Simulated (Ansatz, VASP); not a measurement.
**Two plane-wave programs on Sr**

Contents of POSCAR:

```
Sr
1.0
   -2.4250000000      2.4250000000      2.2310000000
    2.4250000000     -2.4250000000      2.2310000000
    2.4250000000      2.4250000000     -2.2310000000
Sr
1
Direct
    0.0000000000      0.0000000000      0.0000000000
```

Contents of INCAR.step1:

```
ALGO     = Normal         # electronic algorithm
EDIFF    = 1E-4           # SCF threshold, eV
ENCUT    = 520            # plane-wave cutoff, eV
GGA      = PE             # functional
ISMEAR   = 0              # smearing method
LASPH    = T              # aspherical terms in the spheres
LCHARG   = F              # write CHGCAR
LREAL    = F              # projectors in reciprocal space
LWAVE    = T              # write WAVECAR
NBANDS   = 11             # bands
NELM     = 80             # most SCF steps
PREC     = Accurate       # precision mode
SIGMA    = 0.15           # smearing width, eV
```

The input INCAR.step2:

```
ALGO     = Normal         # electronic algorithm
EDIFF    = 1E-7           # SCF threshold, eV
ENCUT    = 520            # plane-wave cutoff, eV
ISIF     = 2              # what is computed and relaxed
ISMEAR   = 0              # smearing method
ISTART   = 1            
LASPH    = T              # aspherical terms in the spheres
LCHARG   = F              # write CHGCAR
LMIXTAU  = T            
LREAL    = F              # projectors in reciprocal space
LWAVE    = F              # write WAVECAR
METAGGA  = R2SCAN         # meta-GGA
NBANDS   = 11             # bands
NELM     = 80             # most SCF steps
PREC     = Accurate       # precision mode
SIGMA    = 0.15           # smearing width, eV
```

Contents of KPOINTS:

```
k-points
0
Gamma
  14 14 14
```

Input for Ansatz:

```yaml
crystal:
  lattice:
    - [-2.425, 2.425, 2.231]
    - [2.425, -2.425, 2.231]
    - [2.425, 2.425, -2.231]
  atoms:
    - { symbol: Sr, position: [0.0, 0.0, 0.0] }
basis:
  ecutwfc: 500
kpoints:
  mp_grid: { grid: [14, 14, 14] }
hamiltonian:
  xc: r2scan
scf:
  occupations: { method: gaussian, width: 0.15 }
output:
  forces: true
  stress: true
  eigenvalues: true
```

Change from the starting cell: strain +0.000 along x and y, -0.080 along z, atoms carried along.

Alike in both runs: task single point; functional r2SCAN; k mesh 14 × 14 × 14; occupations gaussian, width 0.15 eV; no spin polarisation.

|  | VASP | Ansatz |
| --- | --- | --- |
| version | VASP 6.6.1 | Ansatz 0.2.0 |
| potentials or method | VASP PAW PBE potentials, release 64 (Sr_sv), cutoff 520 eV | scalar-relativistic, plane waves, PAW |
| valence electrons in the cell | 10 | 10 |

```tsv
	VASP	Ansatz	Ansatz less VASP
gap on the k mesh at the Fermi level (eV)	none	none	-
pressure (GPa)	0.9	0.8	-0.01
traceless stress, the component that is largest in VASP (GPa)	0.29	0.28	-0.010
```

VASP's potentials were made for PBE, not for r2SCAN. A gap of «none» marks a metal or a gap that the smearing closes.
